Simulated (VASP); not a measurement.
# Ge (P6_3/mmc) in VASP: further runs, part 2 of 2

VASP 6.6.1. The steps go on from the part before.

## (4) Single point, LDA (16.51 Å³/atom)

This run uses another cell than the first one, of 16.51 Å³/atom.

File INCAR:

```
SYSTEM = Ge
PREC = Accurate
ENCUT = 520
EDIFF = 1E-7
ISMEAR = -1
SIGMA = 0.1
LREAL = .False.
LASPH = .True.
NELM = 60
ALGO = Normal
ISIF = 2
LWAVE = .False.
LCHARG = .False.
NBANDS = 21
```

File KPOINTS:

```
Automatic mesh
0
Gamma
  14 14 8
  0 0 0
```

File POSCAR:

```
Ge
1.0
    2.9067871308      0.0000000000      0.0000000000
   -1.4533935654      2.5173514987      0.0000000000
    0.0000000000      0.0000000000      4.5127528488
Ge
2
Direct
    0.3333333333      0.6666666667      0.2500000000
    0.6666666667      0.3333333333      0.7500000000
```

Potentials or basis: VASP PAW LDA potentials, release 64 (Ge_d).

Launch:

```
$ cat potpaw_LDA.64/Ge_d/POTCAR > POTCAR
$ mpirun -np 1 vasp_std > vasp.out
```

OUTCAR:

```text
SYSTEM = Ge
   PREC = Accurate
   ENCUT = 520
   EDIFF = 1E-7
   ISMEAR = -1
   LREAL = .False.
   LASPH = .True.
   NELM = 60
   ISIF = 2

 ion  position               nearest neighbor table
   1  0.333  0.667  0.250-   2 2.81   2 2.81   2 2.81   2 2.81   2 2.81   2 2.81
   2  0.667  0.333  0.750-   1 2.81   1 2.81   1 2.81   1 2.81   1 2.81   1 2.81

  LATTYP: Found a hexagonal cell.
 ALAT       =     2.9067871308
 C/A-ratio  =     1.5524882441

  Lattice vectors:

 A1 = (   2.9067871308,   0.0000000000,   0.0000000000)
 A2 = (  -1.4533935654,   2.5173514987,   0.0000000000)
 A3 = (   0.0000000000,   0.0000000000,   4.5127528488)

Analysis of symmetry for initial positions (statically):
=====================================================================
 Subroutine PRICEL returns:
 Original cell was already a primitive cell.

 Routine SETGRP: Setting up the symmetry group for a
 hexagonal supercell.

 Subroutine GETGRP returns: Found 24 space group operations
 (whereof 12 operations were pure point group operations)
 out of a pool of 24 trial point group operations.

[... 155 lines left out ...]

 Free energy of the ion-electron system (eV)
  ---------------------------------------------------
  ext. energy  EPLUGINS =         0.00000000
  ---------------------------------------------------
  free energy    TOTEN  =        -9.68985797 eV

  energy without entropy =       -9.65907446  energy(sigma->0) =       -9.67446622

 E-fermi :   8.0774     XC(G=0): -12.2705

 val. band max:        7.9791899063   @ k =   0.2857   0.0714   0.2500
 cond. band min:       8.0790284595   @ k =   0.2143   0.0714   0.2500
 fundamental gap:      0.0998385532
 Fermi energy:         8.0773932169

 k-point     1 :       0.0000    0.0000    0.0000
  band No.  band energies     occupation
      1     -16.8542      2.00000
      2     -16.8295      2.00000
      3     -16.8295      2.00000
      4     -16.8239      2.00000
      5     -16.8158      2.00000
      6     -16.8158      2.00000
[... 565 lines left out ...]
     20      23.8867      0.00000
     21      26.9663      0.00000

 [... further k-points ...]
[... 5 lines left out ...]
  --------------------------------------------------------------------------------------
  -------------------------------------------------------------------------------------
  Total        1.4643445      1.4643445      2.0512518      0.0000000      0.0000000     -0.0000000
  in kB       71.0485475     71.0485475     99.5247111      0.0000000      0.0000000     -0.0000000
  external PRESSURE =      80.5406021 kB  Pullay stress =       0.0000000 kB

 VOLUME and BASIS-vectors are now :
 -----------------------------------------------------------------------------
  energy-cutoff  :      520.00
  volume of cell :       33.02
      direct lattice vectors                 reciprocal lattice vectors
     2.906787131  0.000000000  0.000000000     0.344022440  0.198621448  0.000000000
    -1.453393565  2.517351499  0.000000000     0.000000000  0.397242896  0.000000000
     0.000000000  0.000000000  4.512752849     0.000000000  0.000000000  0.221594232

 POSITION                                       TOTAL-FORCE (eV/Angst)
 -----------------------------------------------------------------------------------
     -0.00000      1.67823      1.12819         0.000000      0.000000      0.000000
      1.45339      0.83912      3.38456        -0.000000     -0.000000      0.000000
 -----------------------------------------------------------------------------------
    total drift:                               -0.000000      0.000000      0.000000

  FREE ENERGIE OF THE ION-ELECTRON SYSTEM (eV)
  ---------------------------------------------------
  free  energy   TOTEN  =        -9.6898579726 eV

  energy  without entropy=       -9.6590744585  energy(sigma->0) =       -9.67446622
```

OSZICAR:

```text
N       E                     dE             d eps       ncg     rms          rms(c)
DAV:   1     0.172999675254E+03    0.17300E+03   -0.14242E+04  5849   0.390E+03
DAV:   2     0.125463116525E+02   -0.16045E+03   -0.15499E+03  5075   0.579E+02
DAV:   3    -0.918621067574E+01   -0.21733E+02   -0.21513E+02  5709   0.129E+02
DAV:   4    -0.973001296839E+01   -0.54380E+00   -0.54340E+00  5747   0.236E+01
DAV:   5    -0.973731244122E+01   -0.72995E-02   -0.72993E-02  5696   0.292E+00    0.210E+00
DAV:   6    -0.970472479620E+01    0.32588E-01   -0.22580E-02  6911   0.241E+00    0.113E+00
DAV:   7    -0.969031254445E+01    0.14412E-01   -0.14401E-02  6890   0.145E+00    0.944E-02
DAV:   8    -0.968985959669E+01    0.45295E-03   -0.11587E-03  6170   0.621E-01    0.338E-02
DAV:   9    -0.968985791030E+01    0.16864E-05   -0.29641E-05  5879   0.687E-02    0.626E-03
DAV:  10    -0.968985801384E+01   -0.10354E-06   -0.96446E-07  6489   0.110E-02    0.707E-04
DAV:  11    -0.968985797263E+01    0.41213E-07   -0.52089E-08  3555   0.435E-03
   1 F= -.96898580E+01 E0= -.96744662E+01  d E =-.307835E-01
```

Run time: 78 s. Hardware: 1 thread of Intel Xeon 8259CL, shared host; peak memory 0.18 GiB.

What came out:

| Item | Value |
| --- | --- |
| Free energy | -9.6899 eV |
| Pressure | 8.1 GPa |
| Band gap on the k mesh | zero (bands 14 and 15 overlap by 10.40 eV) |

Levels at points of the mesh, in eV from the Fermi level:
| k point | band 10 | band 11 | band 12 | band 13 | band 14 | band 15 | band 16 | band 17 | band 18 | band 19 |
| --- | --- | --- | --- | --- | --- | --- | --- | --- | --- | --- |
| (0.00, 0.00, 0.00) | -24.78 | -14.41 | -7.55 | -6.17 | 6.82 | 6.82 | 9.16 | 9.16 | 11.37 | 11.84 |
| (0.50, 0.00, 0.00) | -24.76 | -9.08 | -7.78 | -2.08 | -1.28 | -1.22 | 1.27 | 2.27 | 6.44 | 7.81 |
| (0.00, 0.00, 0.50) | -24.81 | -12.54 | -12.54 | 2.33 | 2.33 | 8.15 | 8.15 | 8.15 | 8.15 | 13.18 |
| (0.50, 0.00, 0.50) | -24.77 | -7.39 | -7.39 | -5.59 | -5.59 | 4.16 | 4.16 | 5.60 | 5.60 | 8.96 |

Caveat: the cell stands under pressure.

## (5) Single point, LDA (17.23 Å³/atom)

This run uses another cell than the first one, of 17.23 Å³/atom.

File INCAR:

```
PREC = Accurate ; ENCUT = 520
EDIFF = 1E-7 ; ISMEAR = -1
SIGMA = 0.1 ; LREAL = F
LASPH = T ; NELM = 80
ALGO = Normal ; ISIF = 2
LWAVE = F ; LCHARG = T
LELF = T ; LVHAR = T
NBANDS = 21
```

File KPOINTS:

```
Automatic mesh
0
Gamma
  14 14 8
```

File POSCAR:

```
Ge
1.0
    2.9483182723      0.0000000000      0.0000000000
   -1.4741591362      2.5533185223      0.0000000000
    0.0000000000      0.0000000000      4.5772294577
Ge
2
Direct
    0.3333333333      0.6666666667      0.2500000000
    0.6666666667      0.3333333333      0.7500000000
```

Potentials or basis: VASP PAW LDA potentials, release 64 (Ge_d).

Launch:

```
$ cat potpaw_LDA.64/Ge_d/POTCAR > POTCAR
$ mpirun -np 1 vasp_std > vasp.out
```

OUTCAR:

```text
PREC = Accurate
   ENCUT = 520
   EDIFF = 1E-7
   ISMEAR = -1
   LREAL = F
   LASPH = T
   NELM = 80
   ISIF = 2

 ion  position               nearest neighbor table
   1  0.333  0.667  0.250-   2 2.85   2 2.85   2 2.85   2 2.85   2 2.85   2 2.85
   2  0.667  0.333  0.750-   1 2.85   1 2.85   1 2.85   1 2.85   1 2.85   1 2.85

  LATTYP: Found a hexagonal cell.
 ALAT       =     2.9483182723
 C/A-ratio  =     1.5524882441

  Lattice vectors:

 A1 = (   2.9483182723,   0.0000000000,   0.0000000000)
 A2 = (  -1.4741591362,   2.5533185223,   0.0000000000)
 A3 = (   0.0000000000,   0.0000000000,   4.5772294577)

Analysis of symmetry for initial positions (statically):
=====================================================================
 Subroutine PRICEL returns:
 Original cell was already a primitive cell.

 Routine SETGRP: Setting up the symmetry group for a
 hexagonal supercell.

 Subroutine GETGRP returns: Found 24 space group operations
 (whereof 12 operations were pure point group operations)
 out of a pool of 24 trial point group operations.

The static configuration has the point symmetry D_3d.
 The point group associated with its full space group is D_6h.
[... 153 lines left out ...]

 Free energy of the ion-electron system (eV)
  ---------------------------------------------------
  ext. energy  EPLUGINS =         0.00000000
  ---------------------------------------------------
  free energy    TOTEN  =        -9.74292358 eV

  energy without entropy =       -9.71151786  energy(sigma->0) =       -9.72722072

 E-fermi :   7.5591     XC(G=0): -12.0449

 val. band max:        7.5329221780   @ k =   0.4286   0.0714   0.1250
 cond. band min:       7.5593947085   @ k =   0.2857   0.2857   0.1250
 fundamental gap:      0.0264725306
 Fermi energy:         7.5590621056

 k-point     1 :       0.0000    0.0000    0.0000
  band No.  band energies     occupation
      1     -17.3283      2.00000
      2     -17.3104      2.00000
      3     -17.3104      2.00000
      4     -17.3043      2.00000
      5     -17.2987      2.00000
      6     -17.2987      2.00000
[... 565 lines left out ...]
     20      22.9705      0.00000
     21      25.9557      0.00000

 [... further k-points ...]
[... 5 lines left out ...]
  --------------------------------------------------------------------------------------
  -------------------------------------------------------------------------------------
  Total        0.6161842      0.6161842      1.1895728     -0.0000000      0.0000000     -0.0000000
  in kB       28.6509551     28.6509551     55.3120254     -0.0000000      0.0000000     -0.0000000
  external PRESSURE =      37.5379785 kB  Pullay stress =       0.0000000 kB

 VOLUME and BASIS-vectors are now :
 -----------------------------------------------------------------------------
  energy-cutoff  :      520.00
  volume of cell :       34.46
      direct lattice vectors                 reciprocal lattice vectors
     2.948318272  0.000000000  0.000000000     0.339176408  0.195823590  0.000000000
    -1.474159136  2.553318522  0.000000000     0.000000000  0.391647180  0.000000000
     0.000000000  0.000000000  4.577229458     0.000000000  0.000000000  0.218472770

 POSITION                                       TOTAL-FORCE (eV/Angst)
 -----------------------------------------------------------------------------------
     -0.00000      1.70221      1.14431        -0.000000      0.000000      0.000000
      1.47416      0.85111      3.43292         0.000000     -0.000000      0.000000
 -----------------------------------------------------------------------------------
    total drift:                               -0.000000      0.000000      0.000000

  FREE ENERGIE OF THE ION-ELECTRON SYSTEM (eV)
  ---------------------------------------------------
  free  energy   TOTEN  =        -9.7429235809 eV

  energy  without entropy=       -9.7115178640  energy(sigma->0) =       -9.72722072
```

Wall time 91 s (1 thread of Intel Xeon 8259CL, shared host); peak memory 0.18 GiB.

Results:

| Quantity | Value |
| --- | --- |
| Free energy | -9.7429 eV |
| Pressure | 3.8 GPa |
| Band gap on the k mesh | zero (bands 14 and 15 overlap by 9.93 eV) |

Caveat: the cell stands under pressure.

## (6) Overview

| cell | k mesh | gap on the mesh (eV) | pressure (GPa) |
| --- | --- | --- | --- |
| a = 2.989, b = 2.989, c = 4.640 Å, angles 90.0, 90.0, 120.0°, 2 atoms | 12 × 12 × 7 | none | -0.1 |
| a = 2.864, b = 2.864, c = 4.446 Å, angles 90.0, 90.0, 120.0°, 2 atoms | 14 × 14 × 8 | none | 13.3 |
| a = 2.907, b = 2.907, c = 4.513 Å, angles 90.0, 90.0, 120.0°, 2 atoms | 14 × 14 × 8 | none | 8.1 |
| a = 2.948, b = 2.948, c = 4.577 Å, angles 90.0, 90.0, 120.0°, 2 atoms | 14 × 14 × 8 | none | 3.8 |

Alike in all rows: task single point; level LDA; potentials or basis VASP PAW LDA potentials, release 64 (Ge_d); no spin polarisation; cutoff (eV) 520; smearing fermi-dirac 0.1 eV.

Caveats: the cell stands under pressure (at least some runs).

Absolute energies hang on the potentials; compare differences alone.
